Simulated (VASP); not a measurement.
# HfO2 (rat) (P1) in VASP: notebook

HfO2 (rat) is run at these levels: PBE; tasks: single point, relaxation of cell and atoms.

Program: VASP 6.6.1. These are calculated values, not measurements. Logs are shortened: lines on timing, memory, paths and dates and some standing lists are left out, and cuts for length are marked.

**1. The cell of the first run**

The typed cell holds 6 atoms: a = 3.604 Å, b = 3.604 Å, c = 5.264 Å, α = 89.91°, β = 89.78°, γ = 90.00°.

**2. Single point, PBE**

The input, INCAR:

```
ALGO = Normal
EDIFF = 1E-6
ENCUT = 520
GGA = PE
ISIF = 2
ISMEAR = 0
LASPH = T
LCHARG = F
LREAL = F
LWAVE = F
NBANDS = 31
NELM = 100
PREC = Accurate
SIGMA = 0.02
```

The input, KPOINTS:

```
k-points
0
Gamma
  6 6 4
```

The input, POSCAR:

```
HfO2
1.0
    3.6041615358     -0.0304673674      0.0375661747
    0.0297798818      3.6036901219      0.0658215126
   -0.0355429556     -0.0877749255      5.2635325288
Hf O
2 4
Direct
    0.5066280849      0.4897845828      0.5014835473
    0.0032808691     -0.0088721143      0.0014624204
    0.0051354284      0.4907108758      0.6947014983
    0.5047541556     -0.0089688071      0.8082467908
    0.5052523264     -0.0095803223      0.3082578658
    0.0044550136      0.4905721320      0.1946894987
```

Potentials or basis: VASP PAW PBE potentials, release 64 (Hf_pv, O).

Started as:

```sh
> cat potpaw_PBE.64/Hf_pv/POTCAR potpaw_PBE.64/O/POTCAR > POTCAR
> mpirun -np 1 vasp_std > vasp.out
```

OUTCAR:

```text
EDIFF = 1E-6
   ENCUT = 520
   GGA = PE
   ISIF = 2
   ISMEAR = 0
   LASPH = T
   LREAL = F
   NELM = 100
   PREC = Accurate

 ion  position               nearest neighbor table
   1  0.507  0.490  0.501-   3 2.07   5 2.07   5 2.07   3 2.07   6 2.41   4 2.41   4 2.43   6 2.43
                             2 3.65   2 3.65   2 3.66   2 3.66   2 3.67   2 3.67   2 3.67   2 3.68
   2  0.003  0.991  0.001-   4 2.07   6 2.07   6 2.07   4 2.07   5 2.41   3 2.42   3 2.42   5 2.43
                             1 3.65   1 3.65   1 3.66   1 3.66   1 3.67   1 3.67   1 3.67   1 3.68
   3  0.005  0.491  0.695-   1 2.07   1 2.07   2 2.42   2 2.42
   4  0.505  0.991  0.808-   2 2.07   2 2.07   1 2.41   1 2.43
   5  0.505  0.990  0.308-   1 2.07   1 2.07   2 2.41   2 2.43
   6  0.004  0.491  0.195-   2 2.07   2 2.07   1 2.41   1 2.43

  LATTYP: Found a triclinic cell.
 ALAT       =     3.6044142114
 B/A-ratio  =     1.4142271586
 C/A-ratio  =     3.1783835470
 COS(alpha) =     0.0007223729
 COS(beta)  =     0.6285468488
 COS(gamma) =     0.7070994815

  Lattice vectors:

 A1 = (  -0.0297798818,  -3.6036901219,  -0.0658215126)
 A2 = (   3.5743816540,  -3.6341574893,  -0.0282553379)
 A3 = (  -7.3034257908,  -7.2342204345,   5.0567571542)

Analysis of symmetry for initial positions (statically):
=====================================================================
 Subroutine PRICEL returns:
 Original cell was already a primitive cell.

 Routine SETGRP: Setting up the symmetry group for a
 triclinic supercell.

 Subroutine GETGRP returns: Found  1 space group operations
 (whereof  1 operations were pure point group operations)
 out of a pool of  2 trial point group operations.

The static configuration has the point symmetry C_1 .

Analysis of symmetry for dynamics (positions and initial velocities):
=====================================================================
 Subroutine PRICEL returns:
 Original cell was already a primitive cell.

 Routine SETGRP: Setting up the symmetry group for a
 triclinic supercell.

 Subroutine GETGRP returns: Found  1 space group operations
 (whereof  1 operations were pure point group operations)
 out of a pool of  2 trial point group operations.

The dynamic configuration has the point symmetry C_1 .

 Subroutine INISYM returns: Found  1 space group operations
 (whereof  1 operations are pure point group operations),
 and found     1 'primitive' translations

----------------------------------------------------------------------------------------

                                     Primitive cell
[... 104 lines left out ...]
   NFREE  =      0    steps in history (QN), initial steepest desc. (CG)
   ISIF   =      2    stress and relaxation
   ISYM   =      2    0-nonsym 1-usesym 2-fastsym
   POTIM  = 0.5000    time-step for ionic-motion
   TEBEG  =    0.0;   TEEND  =   0.0 temperature during run
   PSTRESS=    0.0 pullay stress
   NELECT =      44.0000    total number of electrons
   NUPDOWN=      -1.0000    fix difference up-down
   EMIN   =  10.00;   EMAX   =-10.00  energy-range for DOS
   EFERMI =   0.00;   METHOD = LEGACY
   ISMEAR =     0;   SIGMA  =   0.02  broadening in eV -4-tet -1-fermi 0-gaus
   EFERMI_NEDOS =   21; number of points for ismear=-14 and -15
   IALGO  =     38    algorithm
   IMIX   =      4    mixing-type and parameters
     AMIX     =   0.40;   BMIX     =  1.00
     AMIX_MAG =   1.60;   BMIX_MAG =  1.00
  volume/ion in A,a.u.               =      11.40        76.92
  Fermi-wavevector in a.u.,A,eV,Ry     =   1.413248  2.670652 27.174509  1.997270
  Thomas-Fermi vector in A             =   2.534913
   LORBIT       =      0    0 simple, 1 ext, 2 COOP (PROOUT), +10 PAW based schemes
   GGA     = PE    functional components
   LHFCALC =     F    Hartree Fock is set to
   AEXX    =    0.0000 exact exchange contribution
   IVDW    =     0    specifies the selected vdW correction
   LEPSILON=     F    determine dielectric tensor
   LRPA    =     F    only Hartree local field effects (RPA)
 non-spin polarized calculation
 Gauss-broadening in eV      SIGMA  =   0.02
  energy-cutoff  :      520.00
  volume of cell :       68.39
 maximum number of plane-waves:      1884
   NGX = 13   NGY = 13   NGZ = 19

 number of electron      43.9999982 magnetization

 Free energy of the ion-electron system (eV)
  ---------------------------------------------------
  ext. energy  EPLUGINS =         0.00000000
  ---------------------------------------------------
  free energy    TOTEN  =       -60.69451315 eV

  energy without entropy =      -60.69451315  energy(sigma->0) =      -60.69451315

 E-fermi :   3.3012     XC(G=0): -11.5664

 val. band max:        3.1668737089   @ k =   0.0000   0.0000   0.5000
 cond. band min:       7.8156034847   @ k =   0.0000   0.0000   0.0000
 fundamental gap:      4.6487297758
 Fermi energy:         3.3012067930

 k-point     1 :       0.0000    0.0000    0.0000
  band No.  band energies     occupation
      1     -26.2906      2.00000
      2     -25.9616      2.00000
      3     -25.9616      2.00000
      4     -25.9403      2.00000
      5     -25.8711      2.00000
      6     -25.8711      2.00000
[... 805 lines left out ...]
     30      12.4124      0.00000
     31      12.5516      0.00000

 [... further k-points ...]

------------------------ aborting loop because EDIFF is reached ----------------------------------------

  FORCE on cell =-STRESS in cart. coord.  units (eV):
  Direction    XX          YY          ZZ          XY          YZ          ZX
  --------------------------------------------------------------------------------------
  -------------------------------------------------------------------------------------
  Total       -1.3636350     -1.3663702     -1.2872030     -0.0000878     -0.0006284      0.0016132
  in kB      -31.9438121    -32.0078859    -30.1533568     -0.0020575     -0.0147215      0.0377908
  external PRESSURE =     -31.3683516 kB  Pullay stress =       0.0000000 kB

 VOLUME and BASIS-vectors are now :
 -----------------------------------------------------------------------------
  energy-cutoff  :      520.00
  volume of cell :       68.39
      direct lattice vectors                 reciprocal lattice vectors
     3.604161536 -0.030467367  0.037566175     0.277418258 -0.002326014  0.001834528
     0.029779882  3.603690122  0.065821513     0.002296505  0.277389587  0.004641270
    -0.035542956 -0.087774926  5.263532529    -0.002008670 -0.003452211  0.189915344

 POSITION                                       TOTAL-FORCE (eV/Angst)
 -----------------------------------------------------------------------------------
      1.82273      1.70558      2.69085         0.001135     -0.000311     -0.000420
      0.04129      3.57149      0.07306        -0.000564      0.000477      0.000594
      0.00843      1.70724      3.68908         0.000037     -0.000477     -0.049700
      1.82000      3.48505      4.33843        -0.000422      0.000458      0.049558
      1.83955      3.52671      1.70670         0.002837     -0.000904      0.049656
      0.02375      1.75065      1.05721        -0.003025      0.000757     -0.049687
 -----------------------------------------------------------------------------------
    total drift:                               -0.002512     -0.000262      0.000230

  FREE ENERGIE OF THE ION-ELECTRON SYSTEM (eV)
  ---------------------------------------------------
  free  energy   TOTEN  =       -60.6945131530 eV

  energy  without entropy=      -60.6945131530  energy(sigma->0) =      -60.69451315
```

Wall time 2.7 min (1 thread of Intel Xeon Platinum 8488C (Sapphire Rapids), shared host); peak memory 0.26 GiB.

Results:

```
Free energy            : -60.6945 eV
Pressure               : -3.1 GPa
Largest force          : 0.050 eV/Å
Band gap on the k mesh : 4.65 eV, indirect (least direct gap 4.72 eV)
```

Forces on the atoms (eV/Å):
```
Hf   0.001  0.000  0.000
Hf  -0.001  0.000  0.001
O    0.000  0.000 -0.050
O    0.000  0.000  0.050
O    0.003 -0.001  0.050
O   -0.003  0.001 -0.050
```

Levels at points of the mesh, in eV from the valence-band top:
```
           k point  band 20  band 21  band 22  band 23  band 24  band 25
(0.00, 0.00, 0.00)    -0.15    -0.07    -0.07     4.65     4.66     5.83
(0.50, 0.00, 0.00)    -1.37    -0.16    -0.14     5.01     5.02     5.96
(0.00, 0.50, 0.00)    -1.38    -0.15    -0.15     5.01     5.02     5.98
(0.50, 0.50, 0.00)    -0.73    -0.66    -0.66     5.72     5.72     5.96
(0.00, 0.00, 0.50)    -0.71     0.00     0.00     5.25     5.25     5.57
(0.50, 0.00, 0.50)    -1.37    -0.90    -0.89     5.13     5.13     5.52
(0.00, 0.50, 0.50)    -1.37    -0.90    -0.90     5.13     5.13     5.52
(0.50, 0.50, 0.50)    -1.45    -0.11    -0.11     5.78     5.78     6.22
```

Caveat: spin-orbit coupling is left out, which moves the levels of the heavy elements.

**3. Relaxation of cell and atoms, PBE**

The input, INCAR:

```
ALGO     = Normal         # electronic algorithm
EDIFF    = 1E-6           # SCF threshold, eV
EDIFFG   = -0.002         # ionic threshold
ENCUT    = 600            # plane-wave cutoff, eV
GGA      = PE             # functional
IBRION   = 2              # ionic algorithm
ISIF     = 3              # what is computed and relaxed
ISMEAR   = 0              # smearing method
LASPH    = True           # aspherical terms in the spheres
LCHARG   = False          # write CHGCAR
LREAL    = False          # projectors in reciprocal space
LWAVE    = False          # write WAVECAR
NELM     = 100            # most SCF steps
NSW      = 100            # ionic steps
PREC     = Accurate       # precision mode
SIGMA    = 0.02           # smearing width, eV
```

KPOINTS is that of step 2.

The input, POSCAR:

```
HfO2
1.0
    3.6067397950     -0.0306561828      0.0443634037
    0.0296823890      3.6014285495      0.0691816466
   -0.0256077033     -0.0829137152      5.2646565203
Hf O
2 4
Direct
    0.5125704889      0.4896685703      0.5017037562
    0.0059658188     -0.0073216730      0.0013161326
    0.0085213769      0.4892751895      0.6945159247
    0.5077715574     -0.0100064717      0.8084126023
    0.4981239804     -0.0091522765      0.3085149036
   -0.0034473443      0.4911830082      0.1943783019
```

Potentials or basis: VASP PAW PBE potentials, release 64 (Hf_pv, O).

Started as:

```sh
> cat potpaw_PBE.64/Hf_pv/POTCAR potpaw_PBE.64/O/POTCAR > POTCAR
> mpirun -np 1 vasp_std > vasp.out
```

OUTCAR:

```text
EDIFF = 1E-6
   EDIFFG = -0.002
   ENCUT = 600
   GGA = PE
   IBRION = 2
   ISIF = 3
   ISMEAR = 0
   LASPH = True
   LREAL = False
   NELM = 100
   NSW = 100
   PREC = Accurate

 ion  position               nearest neighbor table
   1  0.513  0.490  0.502-   3 2.06   5 2.07   5 2.07   3 2.08   6 2.37   4 2.41   4 2.42   6 2.48
                             2 3.64   2 3.65   2 3.65   2 3.66   2 3.67   2 3.67   2 3.69   2 3.69
   2  0.006  0.993  0.001-   6 2.07   4 2.07   6 2.07   4 2.07   3 2.41   5 2.41   3 2.43   5 2.43
                             1 3.64   1 3.65   1 3.65   1 3.66   1 3.67   1 3.67   1 3.69   1 3.69
   3  0.009  0.489  0.695-   1 2.06   1 2.08   2 2.41   2 2.43
   4  0.508  0.990  0.808-   2 2.07   2 2.07   1 2.41   1 2.42
   5  0.498  0.991  0.309-   1 2.07   1 2.07   2 2.41   2 2.43
   6  0.997  0.491  0.194-   2 2.07   2 2.07   1 2.37   1 2.48

  LATTYP: Found a triclinic cell.
 ALAT       =     6.3598851736
 B/A-ratio  =     0.5671710725
 C/A-ratio  =     0.5663962723
 COS(alpha) =     0.0000215693
[... 404 lines left out ...]

 E-fermi :   3.3980     XC(G=0): -11.6574

 val. band max:        3.3026911961   @ k =   0.0000   0.0000   0.5000
 cond. band min:       7.9880154652   @ k =   0.0000   0.0000   0.0000
 fundamental gap:      4.6853242691
 Fermi energy:         3.3979786057

 k-point     1 :       0.0000    0.0000    0.0000
  band No.  band energies     occupation
      1     -26.1080      2.00000
      2     -25.7621      2.00000
      3     -25.7620      2.00000
      4     -25.7265      2.00000
      5     -25.6635      2.00000
      6     -25.6634      2.00000
[... 685 lines left out ...]
     25       9.1091      0.00000
     26       9.1210      0.00000

 [... further k-points ...]

------------------------ aborting loop because EDIFF is reached ----------------------------------------

  FORCE on cell =-STRESS in cart. coord.  units (eV):
  Direction    XX          YY          ZZ          XY          YZ          ZX
  --------------------------------------------------------------------------------------
  -------------------------------------------------------------------------------------
  Total       -0.0054779      0.0017027      0.0017282     -0.0002652      0.0031788      0.0056628
  in kB       -0.1305266      0.0405732      0.0411808     -0.0063197      0.0757456      0.1349332
  external PRESSURE =      -0.0162575 kB  Pullay stress =       0.0000000 kB
[... 21 lines left out ...]
  FREE ENERGIE OF THE ION-ELECTRON SYSTEM (eV)
  ---------------------------------------------------
  free  energy   TOTEN  =       -60.7165504938 eV

  energy  without entropy=      -60.7165504938  energy(sigma->0) =      -60.71655049

 reached required accuracy - stopping structural energy minimisation
```

It took 78 min on 1 thread of Intel Xeon Platinum 8488C (Sapphire Rapids), shared host; peak memory 0.3 GiB.

What came out:

```
Free energy                            : -60.7166 eV
Relaxed volume                         : 11.21 Å³/atom
Relaxed cell                           : a = 3.588 Å, b = 3.587 Å, c = 5.225 Å, α = 90.03°, β = 90.07°, γ = 90.00°
Space group after relaxing (to 0.05 Å) : P4_2/nmc (No. 137)
Energy gained by relaxing              : 1.9 meV/atom
Ionic steps                            : 91
Pressure after relaxing                : 0.0 GPa
Band gap on the k mesh                 : 4.69 eV, indirect (least direct gap 4.76 eV)
```

Step by step:
```tsv
step	energy change (eV)	largest force (eV/Å)	pressure (GPa)	volume (Å³)
1	0.0000	0.0505	-3.36	68.41
4	-0.0102	0.0337	-0.13	67.50
7	-0.0109	0.0247	-0.01	67.33
10	-0.0112	0.0091	0.02	67.25
13	-0.0112	0.0090	-0.05	67.28
16	-0.0112	0.0090	0.01	67.27
19	-0.0112	0.0071	0.01	67.28
22	-0.0112	0.0108	-0.03	67.29
25	-0.0112	0.0099	-0.02	67.29
28	-0.0112	0.0096	0.01	67.28
31	-0.0112	0.0105	0.03	67.27
34	-0.0113	0.0128	-0.03	67.28
37	-0.0114	0.0062	0.01	67.24
40	-0.0114	0.0069	0.05	67.23
43	-0.0114	0.0062	0.03	67.23
46	-0.0114	0.0059	-0.05	67.25
49	-0.0114	0.0053	0.04	67.23
52	-0.0114	0.0032	0.03	67.24
55	-0.0114	0.0068	-0.02	67.25
58	-0.0114	0.0038	-0.01	67.25
61	-0.0114	0.0043	0.03	67.24
64	-0.0114	0.0096	0.01	67.25
67	-0.0114	0.0058	-0.04	67.26
70	-0.0114	0.0061	0.01	67.25
73	-0.0114	0.0122	-0.01	67.25
76	-0.0114	0.0048	-0.01	67.25
79	-0.0114	0.0083	-0.01	67.25
82	-0.0114	0.0086	0.03	67.23
85	-0.0114	0.0040	0.01	67.24
88	-0.0114	0.0082	0.01	67.24
91	-0.0115	0.0013	0.00	67.24
```

Final structure:
```
Hf O
1.0
     3.58736   -0.03016    0.02817
     0.02968    3.58668    0.06177
    -0.04863   -0.09238    5.22349
Hf O
2 4
Direct
  0.50463 0.49084 0.50149
  0.00583 0.99037 0.00148
  0.00509 0.49066 0.69663
  0.50523 0.99056 0.80631
  0.50422 0.99063 0.30629
  0.00451 0.49058 0.19665
```

Caveat: spin-orbit coupling is left out, which moves the levels of the heavy elements. Expect the measured gap to be larger: semilocal functionals such as PBE lack the derivative discontinuity.

**4. Single point, PBE**

The input, INCAR:

```
SYSTEM = HfO2
  ALGO = Normal
  EDIFF = 1E-6
  ENCUT = 520
  GGA = PE
  ISIF = 2
  ISMEAR = 0
  LASPH = .True.
  LCHARG = .True.
  LELF = .True.
  LREAL = .False.
  LVHAR = .True.
  LWAVE = .False.
  NBANDS = 31
  NELM = 100
  PREC = Accurate
  SIGMA = 0.1
```

The input, KPOINTS:

```
k-points
0
Gamma
  6 6 4
  0 0 0
```

POSCAR is that of step 3.

Started as:

```sh
> cat potpaw_PBE.64/Hf_pv/POTCAR potpaw_PBE.64/O/POTCAR > POTCAR
> mpirun -np 1 vasp_std > vasp.out
```

Wall time 2.7 min (1 thread of Intel Xeon Platinum 8488C (Sapphire Rapids), shared host); peak memory 0.26 GiB.

Results (log left out):

* Free energy: -60.6944 eV
* Pressure: -3.1 GPa
* Largest force: 0.049 eV/Å
* Band gap on the k mesh: 4.65 eV, indirect (least direct gap 4.72 eV)

Forces on the atoms (eV/Å):
```
Hf   0.000 -0.001 -0.001
Hf  -0.003  0.000  0.001
O    0.001 -0.002 -0.048
O    0.000  0.002  0.048
O    0.007 -0.001  0.049
O   -0.005  0.002 -0.049
```

Stress tensor (GPa, compression positive):
```
-3.18  0.00  0.01
 0.00 -3.16  0.00
 0.01  0.00 -3.00
```

Levels at points of the mesh, in eV from the valence-band top:
| k point | band 18 | band 19 | band 20 | band 21 | band 22 | band 23 | band 24 | band 25 | band 26 | band 27 |
| --- | --- | --- | --- | --- | --- | --- | --- | --- | --- | --- |
| (0.00, 0.00, 0.00) | -1.34 | -0.80 | -0.15 | -0.08 | -0.07 | 4.65 | 4.66 | 5.83 | 5.97 | 6.32 |
| (0.50, 0.00, 0.00) | -2.06 | -1.42 | -1.36 | -0.17 | -0.14 | 5.00 | 5.02 | 5.94 | 6.03 | 7.12 |
| (0.00, 0.50, 0.00) | -2.07 | -1.39 | -1.37 | -0.17 | -0.15 | 5.00 | 5.02 | 5.97 | 6.01 | 7.13 |
| (0.50, 0.50, 0.00) | -1.02 | -0.74 | -0.73 | -0.67 | -0.66 | 5.72 | 5.73 | 5.95 | 5.96 | 6.93 |
| (0.00, 0.00, 0.50) | -2.64 | -0.72 | -0.72 | -0.01 | 0.00 | 5.25 | 5.26 | 5.57 | 5.58 | 8.39 |
| (0.50, 0.00, 0.50) | -1.84 | -1.41 | -1.36 | -0.89 | -0.89 | 5.12 | 5.12 | 5.52 | 5.53 | 7.11 |
| (0.00, 0.50, 0.50) | -1.83 | -1.40 | -1.37 | -0.90 | -0.90 | 5.10 | 5.13 | 5.53 | 5.54 | 7.14 |
| (0.50, 0.50, 0.50) | -1.83 | -1.46 | -1.44 | -0.12 | -0.11 | 5.78 | 5.78 | 6.22 | 6.22 | 7.03 |

Caveat: spin-orbit coupling is left out, which moves the levels of the heavy elements. A k mesh can miss the band edges.

**5. The runs side by side**

```csv
task,cell,cutoff (eV),smearing,gap on the mesh (eV),pressure (GPa),largest force (eV/Å)
single point,"a = 3.604, b = 3.604, c = 5.264 Å, angles 89.9, 89.8, 90.0°, 6 atoms",520,gaussian 0.02 eV,4.65,-3.1,0.05
relaxation of cell and atoms,"relaxed from a = 3.607, b = 3.602, c = 5.265 Å, angles 89.8, 89.6, 90.0°, 6 atoms",600,gaussian 0.02 eV,4.69,0.0,-
single point,"a = 3.607, b = 3.602, c = 5.265 Å, angles 89.8, 89.6, 90.0°, 6 atoms",520,gaussian 0.1 eV,4.65,-3.1,0.05
```

Alike in all rows: level PBE; potentials or basis VASP PAW PBE potentials, release 64 (Hf_pv, O); no spin polarisation; k mesh 6 × 6 × 4.

Caveats: spin-orbit coupling is left out, which moves the levels of the heavy elements.

Total energies depend on the potentials used, so only differences within one code and one set of settings carry meaning.
